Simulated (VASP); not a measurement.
FeNi3: single point with LDA

FeNi3:

```
CELL_PARAMETERS angstrom
3.44848 0.00000 0.00000
0.00000 3.44848 0.00000
0.00000 0.00000 6.89696
ATOMIC_POSITIONS crystal
Fe 0.00000 0.00000 0.00000
Fe 0.00000 0.00000 0.50000
Ni 0.00000 0.50000 0.25000
Ni 0.50000 0.00000 0.25000
Ni 0.50000 0.50000 0.00000
Ni 0.00000 0.50000 0.75000
Ni 0.50000 0.00000 0.75000
Ni 0.50000 0.50000 0.50000
```

* Program: VASP 6.6.1
* Task: single point
* Functional: LDA
* Potentials or basis: VASP PAW LDA potentials, release 64 (Fe, Ni)
* Cutoff: 520 eV
* k mesh: 10 × 10 × 6
* Occupations: gaussian, width 0.05 eV
* Spin: collinear spin, antiferromagnetic start
* Starting moments: [2.5, -2.5, 0.8, -0.8, 0.8, -0.8, 0.8, -0.8] μB
* Dipole correction: no
* Further INCAR settings: ALGO = Normal; EDIFF = 1e-06; NBANDS = 52

* Pressure: -1.7 GPa
* Band gap on the k mesh: zero (filled and empty bands overlap)
* Net moment: 0.00 μB per cell
* Site moments: Fe +2.65, -2.65; Ni -0.00, +0.00, +0.27, -0.27 (each value once) μB
* Valence electrons inside the program's atomic spheres: Fe 7.28; Ni 9.51, 9.50 (each value once)

Stress tensor (GPa, compression positive):
```
-1.59  0.00  0.00
 0.00 -1.59  0.00
 0.00  0.00 -1.78
```

Levels at points of the mesh, in eV from the Fermi level:
Spin up:
| k point | band 34 | band 35 | band 36 | band 37 | band 38 | band 39 | band 40 | band 41 | band 42 | band 43 |
| --- | --- | --- | --- | --- | --- | --- | --- | --- | --- | --- |
| (0.00, 0.00, 0.00) | -0.15 | 0.10 | 0.10 | 0.11 | 0.11 | 0.77 | 0.80 | 0.88 | 0.88 | 1.38 |
| (0.50, 0.00, 0.00) | -0.96 | -0.92 | -0.83 | -0.53 | -0.24 | -0.02 | 0.10 | 0.36 | 0.93 | 1.48 |
| (0.50, 0.50, 0.00) | -0.30 | -0.30 | -0.29 | -0.12 | -0.12 | -0.12 | 0.10 | 0.15 | 0.61 | 0.61 |
| (0.00, 0.00, 0.50) | -0.35 | -0.20 | -0.12 | -0.07 | 0.11 | 0.11 | 0.46 | 0.46 | 0.76 | 0.91 |
| (0.50, 0.00, 0.50) | -0.89 | -0.65 | -0.49 | -0.29 | -0.04 | 0.00 | 0.12 | 0.36 | 0.56 | 0.73 |
| (0.50, 0.50, 0.50) | -0.56 | -0.56 | -0.48 | -0.37 | 0.45 | 0.45 | 0.73 | 1.06 | 1.06 | 1.17 |
Spin down:
```tsv
k point	band 34	band 35	band 36	band 37	band 38	band 39	band 40	band 41	band 42	band 43
(0.00, 0.00, 0.00)	-0.15	0.10	0.10	0.11	0.11	0.77	0.80	0.88	0.88	1.38
(0.50, 0.00, 0.00)	-0.96	-0.92	-0.83	-0.53	-0.24	-0.02	0.10	0.36	0.93	1.48
(0.50, 0.50, 0.00)	-0.30	-0.30	-0.29	-0.12	-0.12	-0.12	0.10	0.15	0.61	0.61
(0.00, 0.00, 0.50)	-0.35	-0.20	-0.12	-0.07	0.11	0.11	0.46	0.46	0.76	0.91
(0.50, 0.00, 0.50)	-0.89	-0.65	-0.49	-0.29	-0.04	0.00	0.12	0.36	0.56	0.73
(0.50, 0.50, 0.50)	-0.56	-0.56	-0.48	-0.37	0.45	0.45	0.73	1.06	1.06	1.17
```

Run time: 4.8 min on 4 MPI ranks on AMD EPYC 7R43 64-Core Processor (Zen 3) (shared host), peak memory 0.51 GiB a rank.

Caveat: the antiferromagnetic order is the one typed at the start, and another may lie lower.
